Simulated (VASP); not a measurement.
Write the native input for VASP 6.6.1 that does the following.

* Task: relaxation of cell and atoms
* Functional: PBE
* Potentials or basis: VASP PAW PBE potentials, release 64 (Ru_pv)
* Cutoff: 600 eV
* k mesh: 24 × 24 × 24
* Occupations: gaussian, width 0.1 eV
* Spin: no spin polarisation
* Dipole correction: no
* Further INCAR settings: ALGO = Normal; EDIFF = 1e-07; IBRION = 2; EDIFFG = -0.01; NSW = 100; ISIF = 3

The structure of Ru lies in POSCAR:

```
Ru
1.0
    0.0000000000      1.9034129939      1.9034129939
    1.9034129939      0.0000000000      1.9034129939
    1.9034129939      1.9034129939      0.0000000000
Ru
1
Direct
    0.0000000000      0.0000000000      0.0000000000
```

The cell was built from a structure type or drawn by symmetry, and may not be a known phase.

These files were run (other wordings do the same):

INCAR

```
SYSTEM = Ru
PREC = Accurate
ENCUT = 600
EDIFF = 1E-7
ISMEAR = 0
SIGMA = 0.1
LREAL = .False.
LASPH = .True.
NELM = 80
ALGO = Normal
ISIF = 3
LWAVE = .False.
LCHARG = .False.
GGA = PE
IBRION = 2
NSW = 100
EDIFFG = -0.01
```

KPOINTS

```
Automatic mesh
0
Gamma
  24 24 24
  0 0 0
```

Potentials or basis: VASP PAW PBE potentials, release 64 (Ru_pv).

Command:

```bash
$ cat potpaw_PBE.64/Ru_pv/POTCAR > POTCAR
$ mpirun -np 1 vasp_std > vasp.out
```

Results of the run:

The relaxed volume is 13.83 Å³/atom. The relaxed cell is a = 2.694 Å, b = 2.694 Å, c = 2.694 Å, α = 60.00°, β = 60.00°, γ = 60.00°, the space group after relaxing (to 0.1 Å) is Fm-3m (No. 225) and the energy gained by relaxing is 0.1 meV/atom. The ionic steps are 3, the pressure after relaxing is 0.0 GPa and the band gap on the k mesh is zero (bands 7 and 8 overlap by 3.41 eV).

Wall time 110 s on 1 thread of Intel(R) Xeon(R) Platinum 8259CL CPU @ 2.50GHz (Skylake/Cascade Lake), with other jobs on the host, peak memory 0.2 GiB.
